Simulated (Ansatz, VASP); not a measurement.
# CdI2 in VASP and in Ansatz

```
CELL_PARAMETERS angstrom
4.15912 0.00000 0.00000
-2.07956 3.60190 0.00000
0.00000 0.00000 6.85900
ATOMIC_POSITIONS crystal
Cd 0.00000 0.00000 0.00000
I 0.33333 0.66667 0.24920
I 0.66667 0.33333 0.75080
```

Change from the starting cell: equal xx and yy strain of -2 %.

Alike in both runs: task single point; functional PBEsol; k mesh 8 × 8 × 5; occupations fermi-dirac, width 0.03 eV; no spin polarisation.

|  | VASP | Ansatz |
| --- | --- | --- |
| version | VASP 6.6.1 | Ansatz 0.2.0 |
| potentials or method | VASP PAW PBE potentials, release 64 (Cd, I), cutoff 500 eV | all-electron LAPW, scalar-relativistic |

VASP gave:

```
gap on the k mesh at the Fermi level (eV)                     : 2.25
pressure (GPa)                                                : 1.2
traceless stress, the component that is largest in VASP (GPa) : -0.27
rms of the force components (eV/Å)                            : 0.059
```

Q: What did Ansatz give for the same quantities?

A: gap on the k mesh at the Fermi level (eV): 2.26; pressure (GPa): 1.1; traceless stress, the component that is largest in VASP (GPa): -0.26; rms of the force components (eV/Å): 0.045.

VASP's potentials were made for PBE, not for PBEsol. Atom by atom the forces differ by 0.014 eV/Å (rms over components). Ansatz ran all-electron here, and VASP with PAW potentials.

Neither program's run includes spin-orbit coupling.
